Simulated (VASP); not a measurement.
A run of VASP 6.6.1 is set up as follows.

File INCAR:

```
PREC     = Accurate       # precision mode
ENCUT    = 520            # plane-wave cutoff, eV
EDIFF    = 1E-6           # SCF threshold, eV
ISMEAR   = 0              # smearing method
SIGMA    = 0.15           # smearing width, eV
LREAL    = False          # projectors in reciprocal space
LASPH    = True           # aspherical terms in the spheres
NELM     = 100            # most SCF steps
ALGO     = Normal         # electronic algorithm
ISIF     = 2              # what is computed and relaxed
LWAVE    = False          # write WAVECAR
LCHARG   = False          # write CHGCAR
GGA      = PS             # functional
NBANDS   = 16             # bands
```

The input KPOINTS:

```
regular mesh
0
Gamma
  16 16 16
```

File POSCAR:

```
ZrS
1.0
   -0.3098294864      2.4831045855      2.4831045855
    2.4831045855     -0.3098294864      2.4831045855
    2.4831045855      2.4831045855     -0.3098294864
Zr S
1 1
Direct
    0.0000000000      0.0000000000      0.0000000000
    0.5000000000      0.5000000000      0.5000000000
```

Potentials or basis: VASP PAW PBE potentials, release 64 (Zr_sv, S).

The run is started by

```sh
$ cat potpaw_PBE.64/Zr_sv/POTCAR potpaw_PBE.64/S/POTCAR > POTCAR
$ mpirun -np 1 vasp_std > vasp.out
```

What does it give for the band gap on the k mesh?

Zero (band 9 reaches 11.96 eV, above the bottom of band 10 at 8.55 eV).

What does it give for the pressure?

-6.6 GPa.

Stress tensor (GPa, compression positive):
```
-6.58  2.99  2.99
 2.99 -6.58  2.99
 2.99  2.99 -6.58
```

Caveat: the PAW data sets were made with another functional, which shifts forces and pressure a little.
